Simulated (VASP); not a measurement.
# Cd3O (Cmmm) in VASP: single point with PBE

Aim: the single point of Cd3O with PBE.

Everything below comes from runs of VASP 6.6.1. Logs are shortened: lines on timing, memory, paths and dates and some standing lists are left out, and cuts for length are marked.

## Step 1: The cell of the first run

The structure is orthorhombic, space group Cmmm (No. 65). The conventional cell has a = 6.923 Å, b = 7.449 Å, c = 7.120 Å, α = 90.00°, β = 90.00°, γ = 90.00°. Within 3.0 Å of Cd (site symmetry m) lie 1 O at 2.16 Å and 2 Cd at 2.75 to 2.98 Å. Within 3.0 Å of Cd (site symmetry m2m) lie 2 O at 2.30 Å. O (site symmetry mm2) has 4 Cd at 2.16 to 2.30 Å within 2.9 Å.

The cell was generated, and may not be a known phase.

## Step 2: Single point, PBE

Contents of INCAR:

```
SYSTEM = Cd3O
ALGO = Normal ; EDIFF = 1E-6
ENCUT = 520 ; GGA = PE
ISIF = 2 ; ISMEAR = 0
LASPH = .True. ; LCHARG = .False.
LREAL = .False. ; LWAVE = .False.
NBANDS = 52 ; NELM = 80
PREC = Accurate ; SIGMA = 0.2
```

Contents of KPOINTS:

```
k-points
0
Gamma
  3 3 2
  0 0 0
```

Contents of POSCAR:

```
Cd3O
1.0
    3.7244512222     -3.4612858787      0.0000000000
    3.7244512222      3.4612858787      0.0000000000
    0.0000000000      0.0000000000      7.1203407943
Cd O
6 2
Direct
    0.6985613053      0.3014386947      0.2906058238
    0.3014386947      0.6985613053      0.2906058238
    0.3014386947      0.6985613053      0.7093941762
    0.6985613053      0.3014386947      0.7093941762
    0.2323086086      0.2323086086      0.0000000000
    0.7676913914      0.7676913914      0.0000000000
    0.0000000000      0.0000000000      0.7877242273
    0.0000000000      0.0000000000      0.2122757727
```

Potentials or basis: VASP PAW PBE potentials, release 64 (Cd, O).

Started as:

```console
> cat potpaw_PBE.64/Cd/POTCAR potpaw_PBE.64/O/POTCAR > POTCAR
> mpirun -np 1 vasp_std > vasp.out
```

OUTCAR:

```text
SYSTEM = Cd3O
   EDIFF = 1E-6
   ENCUT = 520
   GGA = PE
   ISIF = 2
   ISMEAR = 0
   LASPH = .True.
   LREAL = .False.
   NELM = 80
   PREC = Accurate

 ion  position               nearest neighbor table
   1  0.699  0.301  0.291-   8 2.16   2 2.75   4 2.98   6 3.19   5 3.19   5 3.41   6 3.41
   2  0.301  0.699  0.291-   8 2.16   1 2.75   3 2.98   6 3.19   5 3.19   5 3.41   6 3.41
   3  0.301  0.699  0.709-   7 2.16   4 2.75   2 2.98   6 3.19   5 3.19   5 3.41   6 3.41
   4  0.699  0.301  0.709-   7 2.16   3 2.75   1 2.98   6 3.19   5 3.19   5 3.41   6 3.41
   5  0.232  0.232  0.000-   7 2.30   8 2.30   3 3.19   4 3.19   1 3.19   2 3.19   2 3.41   3 3.41
                             1 3.41   4 3.41   6 3.46   6 3.47   6 3.47
   6  0.768  0.768  0.000-   7 2.30   8 2.30   3 3.19   4 3.19   1 3.19   2 3.19   1 3.41   4 3.41
                             2 3.41   3 3.41   5 3.46   5 3.47   5 3.47
   7  0.000  0.000  0.788-   3 2.16   4 2.16   5 2.30   6 2.30
   8  0.000  0.000  0.212-   1 2.16   2 2.16   5 2.30   6 2.30

  LATTYP: Found a base centered orthorhombic cell.
 ALAT       =     6.9225717574
 B/A-ratio  =     1.0760310915
 C/A-ratio  =     1.0285687233

  Lattice vectors:

 A1 = (  -3.7244512222,  -3.4612858787,   0.0000000000)
 A2 = (   3.7244512222,  -3.4612858787,   0.0000000000)
 A3 = (   0.0000000000,   0.0000000000,   7.1203407943)

Analysis of symmetry for initial positions (statically):
=====================================================================
 Subroutine PRICEL returns:
 Original cell was already a primitive cell.

 Routine SETGRP: Setting up the symmetry group for a
 base centered orthorhombic supercell.

 Subroutine GETGRP returns: Found  8 space group operations
 (whereof  8 operations were pure point group operations)
 out of a pool of  8 trial point group operations.

The static configuration has the point symmetry D_2h.

Analysis of symmetry for dynamics (positions and initial velocities):
=====================================================================
 Subroutine PRICEL returns:
 Original cell was already a primitive cell.

 Routine SETGRP: Setting up the symmetry group for a
 base centered orthorhombic supercell.

 Subroutine GETGRP returns: Found  8 space group operations
 (whereof  8 operations were pure point group operations)
 out of a pool of  8 trial point group operations.

The dynamic configuration has the point symmetry D_2h.

 Subroutine INISYM returns: Found  8 space group operations
 (whereof  8 operations are pure point group operations),
 and found     1 'primitive' translations

----------------------------------------------------------------------------------------

                                     Primitive cell

  volume of cell :     183.5822

  direct lattice vectors                    reciprocal lattice vectors
     3.724451222 -3.461285879  0.000000000     0.134247966 -0.144454985  0.000000000
     3.724451222  3.461285879  0.000000000     0.134247966  0.144454985  0.000000000
     0.000000000  0.000000000  7.120340794     0.000000000  0.000000000  0.140442716

  length of vectors
     5.084489831  5.084489831  7.120340794     0.197204866  0.197204866  0.140442716

  position of ions in fractional coordinates (direct lattice)
     0.698561305  0.301438695  0.290605824
     0.301438695  0.698561305  0.290605824
     0.301438695  0.698561305  0.709394176
     0.698561305  0.301438695  0.709394176
     0.232308609  0.232308609  0.000000000
     0.767691391  0.767691391  0.000000000
     0.000000000  0.000000000  0.787724227
     0.000000000  0.000000000  0.212275773

  ion indices of the primitive-cell ions
   primitive index   ion index
                 1           1
                 2           2
                 3           3
                 4           4
                 5           5
                 6           6
                 7           7
                 8           8

----------------------------------------------------------------------------------------

 KPOINTS: k-points

Automatic generation of k-mesh.
 Grid dimensions read from file:
 generate k-points for:    3    3    2

 Generating k-lattice:

  Cartesian coordinates                     Fractional coordinates (reciprocal lattice)
     0.044749322 -0.048151662  0.000000000     0.333333333  0.000000000  0.000000000
     0.044749322  0.048151662  0.000000000     0.000000000  0.333333333  0.000000000
     0.000000000  0.000000000  0.070221358     0.000000000  0.000000000  0.500000000

  Length of vectors
     0.065734955  0.065734955  0.070221358

  Shift w.r.t. Gamma in fractional coordinates (k-lattice)
     0.000000000  0.000000000  0.000000000

 Subroutine IBZKPT returns following result:
 ===========================================

 Found      8 irreducible k-points:

 Following reciprocal coordinates:
            Coordinates               Weight
  0.000000  0.000000  0.000000      1.000000
  0.333333  0.000000  0.000000      4.000000
  0.333333  0.333333  0.000000      2.000000
 -0.333333  0.333333  0.000000      2.000000
  0.000000  0.000000  0.500000      1.000000
  0.333333  0.000000  0.500000      4.000000
  0.333333  0.333333  0.500000      2.000000
 -0.333333  0.333333  0.500000      2.000000
   k-points           NKPTS =      8   k-points in BZ     NKDIM =      8   number of bands    NBANDS=     52
   number of dos      NEDOS =    301   number of ions     NIONS =      8
   total plane-waves  NPLWV =  86400
   dimension x,y,z NGX =    40 NGY =   40 NGZ =   54
   dimension x,y,z NGXF=    80 NGYF=   80 NGZF=  108
   ions per type =               6   2
   NGX,Y,Z   is equivalent  to a cutoff of  13.08, 13.08, 12.61 a.u.
   NGXF,Y,Z  is equivalent  to a cutoff of  26.16, 26.16, 25.22 a.u.
 SYSTEM =  Cd3O
   PREC   = accura    normal or accurate (medium, high low for compatibility)
   ISTART =      0    job   : 0-new  1-cont  2-samecut
   ICHARG =      2    charge: 1-file 2-atom 10-const
   ISPIN  =      1    spin polarized calculation?
   LNONCOLLINEAR =      F non collinear calculations
   LSORBIT =      F    spin-orbit coupling
   LASPH  =      T    aspherical Exc in radial PAW
   ENCUT  =  520.0 eV  38.22 Ry    6.18 a.u.   9.45  9.45 13.24*2*pi/ulx,y,z
   NELM   =     80;   NELMIN=  2; NELMDL= -5     # of ELM steps
   EDIFF  = 0.1E-05   stopping-criterion for ELM
   LREAL  =      F    real-space projection
[... 7 lines left out ...]
   TEBEG  =    0.0;   TEEND  =   0.0 temperature during run
   PSTRESS=    0.0 pullay stress
   NELECT =      84.0000    total number of electrons
   NUPDOWN=      -1.0000    fix difference up-down
   EMIN   =  10.00;   EMAX   =-10.00  energy-range for DOS
   EFERMI =   0.00;   METHOD = LEGACY
   ISMEAR =     0;   SIGMA  =   0.20  broadening in eV -4-tet -1-fermi 0-gaus
   EFERMI_NEDOS =   21; number of points for ismear=-14 and -15
   IALGO  =     38    algorithm
   IMIX   =      4    mixing-type and parameters
     AMIX     =   0.40;   BMIX     =  1.00
     AMIX_MAG =   1.60;   BMIX_MAG =  1.00
  volume/ion in A,a.u.               =      22.95       154.86
  Fermi-wavevector in a.u.,A,eV,Ry     =   1.261511  2.383910 21.652451  1.591410
  Thomas-Fermi vector in A             =   2.394966
   LORBIT       =      0    0 simple, 1 ext, 2 COOP (PROOUT), +10 PAW based schemes
   GGA     = PE    functional components
   LHFCALC =     F    Hartree Fock is set to
   AEXX    =    0.0000 exact exchange contribution
   IVDW    =     0    specifies the selected vdW correction
   LEPSILON=     F    determine dielectric tensor
   LRPA    =     F    only Hartree local field effects (RPA)
 non-spin polarized calculation
 Gauss-broadening in eV      SIGMA  =   0.20
  energy-cutoff  :      520.00
  volume of cell :      183.58
 maximum number of plane-waves:      4967
 NGX is ok and might be reduce to    40
   NGX = 19   NGY = 19   NGZ = 27

 number of electron      83.9999983 magnetization

 Free energy of the ion-electron system (eV)
  ---------------------------------------------------
  ext. energy  EPLUGINS =         0.00000000
  ---------------------------------------------------
  free energy    TOTEN  =       -16.90455661 eV

  energy without entropy =      -16.88556360  energy(sigma->0) =      -16.89506011

 E-fermi :   1.2974     XC(G=0):  -9.6103

 val. band max:        1.1311217198   @ k =  -0.3333   0.3333   0.5000
 cond. band min:       1.4859267788   @ k =   0.0000   0.0000   0.5000
 fundamental gap:      0.3548050590
 Fermi energy:         1.2974449227

 k-point     1 :       0.0000    0.0000    0.0000
  band No.  band energies     occupation
      1     -16.7314      2.00000
      2     -16.5480      2.00000
      3      -7.9106      2.00000
      4      -7.7506      2.00000
      5      -7.7439      2.00000
      6      -7.7035      2.00000
[... 44 lines left out ...]
     51       6.4488      0.00000
     52       6.8193      0.00000

 k-point     2 :       0.3333    0.0000    0.0000
  band No.  band energies     occupation
      1     -16.7197      2.00000
      2     -16.5397      2.00000
      3      -8.0739      2.00000
      4      -7.9443      2.00000
      5      -7.7748      2.00000
      6      -7.6566      2.00000
[... 44 lines left out ...]
     51       6.7614      0.00000
     52       7.0052      0.00000

 k-point     3 :       0.3333    0.3333    0.0000
  band No.  band energies     occupation
      1     -16.7210      2.00000
      2     -16.5442      2.00000
      3      -7.8936      2.00000
      4      -7.7192      2.00000
      5      -7.6693      2.00000
      6      -7.6033      2.00000
[... 44 lines left out ...]
     51       7.3950      0.00000
     52       8.8384      0.00000
[... 166 lines left out ...]
 k-point     7 :       0.3333    0.3333    0.5000
  band No.  band energies     occupation
      1     -16.7104      2.00000
      2     -16.5554      2.00000
      3      -7.8249      2.00000
      4      -7.7387      2.00000
      5      -7.6749      2.00000
      6      -7.6035      2.00000
[... 44 lines left out ...]
     51       6.8628      0.00000
     52       7.4955      0.00000

 k-point     8 :      -0.3333    0.3333    0.5000
  band No.  band energies     occupation
      1     -16.7047      2.00000
      2     -16.5488      2.00000
      3      -8.0420      2.00000
      4      -7.9652      2.00000
      5      -7.6818      2.00000
      6      -7.6619      2.00000
[... 44 lines left out ...]
     51       7.0476      0.00000
     52       7.3930      0.00000

------------------------ aborting loop because EDIFF is reached ----------------------------------------

  FORCE on cell =-STRESS in cart. coord.  units (eV):
  Direction    XX          YY          ZZ          XY          YZ          ZX
  --------------------------------------------------------------------------------------
  -------------------------------------------------------------------------------------
  Total        0.5458327      0.9690333      0.2213074      0.0000000      0.0000000      0.0000000
  in kB        4.7636475      8.4570471      1.9314163      0.0000000      0.0000000      0.0000000
  external PRESSURE =       5.0507037 kB  Pullay stress =       0.0000000 kB

 VOLUME and BASIS-vectors are now :
 -----------------------------------------------------------------------------
  energy-cutoff  :      520.00
  volume of cell :      183.58
      direct lattice vectors                 reciprocal lattice vectors
     3.724451222 -3.461285879  0.000000000     0.134247966 -0.144454985  0.000000000
     3.724451222  3.461285879  0.000000000     0.134247966  0.144454985  0.000000000
     0.000000000  0.000000000  7.120340794     0.000000000  0.000000000  0.140442716

 POSITION                                       TOTAL-FORCE (eV/Angst)
 -----------------------------------------------------------------------------------
      3.72445     -1.37455      2.06921         0.000000      0.014742      0.027013
      3.72445      1.37455      2.06921         0.000000     -0.014742      0.027013
      3.72445      1.37455      5.05113         0.000000     -0.014742     -0.027013
      3.72445     -1.37455      5.05113         0.000000      0.014742     -0.027013
      1.73044      0.00000      0.00000         0.085127     -0.000000      0.000000
      5.71846      0.00000      0.00000        -0.085127     -0.000000      0.000000
      0.00000      0.00000      5.60886         0.000000     -0.000000     -0.055694
      0.00000      0.00000      1.51148         0.000000     -0.000000      0.055694
 -----------------------------------------------------------------------------------
    total drift:                                0.000000      0.000000     -0.000000

  FREE ENERGIE OF THE ION-ELECTRON SYSTEM (eV)
  ---------------------------------------------------
  free  energy   TOTEN  =       -16.9045566085 eV

  energy  without entropy=      -16.8855636020  energy(sigma->0) =      -16.89506011
```

It took 55 s on 1 thread of Intel Xeon Platinum 8488C (Sapphire Rapids), shared host; peak memory 0.29 GiB.

Results:

| Quantity | Value |
| --- | --- |
| Free energy | -16.9046 eV |
| Pressure | 0.5 GPa |
| Largest force | 0.085 eV/Å |
| Band gap on the k mesh | zero (bands 42 and 43 overlap by 1.86 eV) |

Forces on the atoms (eV/Å):
```
Cd   0.000  0.015  0.027
Cd   0.000 -0.015  0.027
Cd   0.000 -0.015 -0.027
Cd   0.000  0.015 -0.027
Cd   0.085  0.000  0.000
Cd  -0.085  0.000  0.000
O    0.000  0.000 -0.056
O    0.000  0.000  0.056
```

Stress tensor (GPa, compression positive):
```
0.48 0.00 0.00
0.00 0.85 0.00
0.00 0.00 0.19
```

Caveat: the k points lie up to 0.44 Å⁻¹ apart, too coarse for converged energies and pressures of a metal.

The gap in the log of VASP goes by the Fermi energy; the results here count the filled bands.